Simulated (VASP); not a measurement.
Write the native input for VASP 6.6.1 that does the following.

| Item | Value |
| --- | --- |
| Task | single point |
| Functional | PBE |
| Dispersion | D3(BJ) |
| Potentials or basis | VASP PAW PBE potentials, release 64 (Be, C) |
| Cutoff | 520 eV |
| k mesh | 5 × 5 × 3 |
| Occupations | gaussian, width 0.15 eV |
| Spin | no spin polarisation |
| Dipole correction | no |
| Further INCAR settings | LREAL = Auto; ALGO = Normal; EDIFF = 1e-07; NBANDS = 32 |

The structure of Be16C (a cell with a defect) lies in POSCAR:

```
Be16C
1.0
   -2.2900000000     -3.9663960000      0.0000000000
    3.4350000000     -1.9831980000      0.0000000000
    0.0000000000      0.0000000000      7.1768600000
Be C
16 1
Direct
    0.7297713270      0.5100932573     -0.0073820584
    0.5004305940      0.3001869171      0.2581574672
    0.7451229443      0.4931465917      0.5069526227
    0.5004023746      0.3366370998      0.7441059182
    0.5004221363      0.0329576978     -0.0082920664
    0.2706777899      0.8229272603      0.2572976204
    0.5004028354     -0.0034947618      0.5058900410
    0.2556737514      0.8400616858      0.7432731027
    0.2710532523      0.5100884855     -0.0073867959
    0.0004409750      0.3361222221      0.2685625747
    0.2557001378      0.4931363364      0.5069534588
    0.0004014869      0.3330466972      0.7438980278
    0.0004202067     -0.0039964270     -0.0177845186
    0.7302016667      0.8229667588      0.2573086280
    0.0003987575     -0.0001757919      0.5064172911
    0.7451343704      0.8400633794      0.7432793729
    0.0004163907      0.6654647845      0.1250597058
```

The input as run:

INCAR

```
ALGO = Normal ; EDIFF = 1E-7
ENCUT = 520 ; GGA = PE
ISIF = 2 ; ISMEAR = 0
IVDW = 12 ; LASPH = True
LCHARG = False ; LREAL = Auto
LWAVE = False ; NBANDS = 32
NELM = 80 ; PREC = Accurate
SIGMA = 0.15
```

KPOINTS

```
k-points
0
Gamma
  5 5 3
```

Potentials or basis: VASP PAW PBE potentials, release 64 (Be, C).

Command:

```console
$ cat potpaw_PBE.64/Be/POTCAR potpaw_PBE.64/C/POTCAR > POTCAR
$ mpirun -np 1 vasp_std > vasp.out
```

It gave:

| Item | Value |
| --- | --- |
| Pressure | 1.8 GPa |
| Largest force | 0.023 eV/Å |
| Band gap on the k mesh | zero (bands 18 and 19 overlap by 1.03 eV) |
| Dispersion energy per atom | -0.349 eV |

Wall time 7.1 min on 1 thread of Intel Xeon 8259CL (shared host), peak memory 0.29 GiB.
